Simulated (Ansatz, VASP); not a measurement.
## One calculation of TiB2, two programs

File INCAR:

```
  PREC = Accurate
  ENCUT = 520
  EDIFF = 1E-6
  ISMEAR = 0
  SIGMA = 0.1
  LREAL = False
  LASPH = True
  NELM = 60
  ALGO = Normal
  ISIF = 2
  LWAVE = False
  LCHARG = False
  GGA = PE
  IVDW = 12
  NBANDS = 16
```

Contents of KPOINTS:

```
Automatic mesh
0
Gamma
  6 6 6
```

Contents of POSCAR:

```
TiB2
1.0
    3.0291982016      0.0000000000      0.0000000000
   -1.5145991008      2.6233625957      0.0000000000
    0.0000000000      0.0000000000      3.2284000000
Ti B
1 2
Direct
    0.0000000000      0.0000000000      0.0000000000
    0.3333333333      0.6666666667      0.5000000000
    0.6666666667      0.3333333333      0.5000000000
```

Input for Ansatz:

```yaml
crystal:
  lattice:
    - [3.0291982016, 0.0, 0.0]
    - [-1.5145991008, 2.6233625957, 0.0]
    - [0.0, 0.0, 3.2284]
  atoms:
    - { symbol: Ti, position: [0.0, 0.0, 0.0] }
    - { symbol: B, position: [0.3333333333, 0.6666666667, 0.5] }
    - { symbol: B, position: [0.6666666667, 0.3333333333, 0.5] }
basis:
  ecutwfc: 420
kpoints:
  mp_grid: { grid: [6, 6, 6] }
hamiltonian:
  xc: pbe
  dispersion: d3bj
scf:
  occupations: { method: gaussian, width: 0.1 }
output:
  forces: true
  stress: true
  eigenvalues: true
```

Alike in both runs: task single point; functional PBE; dispersion D3(BJ); k mesh 6 × 6 × 6; occupations gaussian, width 0.1 eV; no spin polarisation.

|  | VASP | Ansatz |
| --- | --- | --- |
| version | VASP 6.6.1 | Ansatz 0.2.0 |
| potentials or method | VASP PAW PBE potentials, release 64 (Ti_sv, B), cutoff 520 eV | scalar-relativistic, plane waves, PAW |
| valence electrons in the cell | 18 | 18 |

```csv
,VASP,Ansatz,Ansatz less VASP
gap on the k mesh at the Fermi level (eV),none,none,-
pressure (GPa),-7.3,-7.5,-0.21
"traceless stress, the component that is largest in VASP (GPa)",-1.65,-1.66,-0.020
```

A gap of «none» marks a metal or a gap that the smearing closes.

The k mesh is coarse, so the values compare programs but aren't converged.
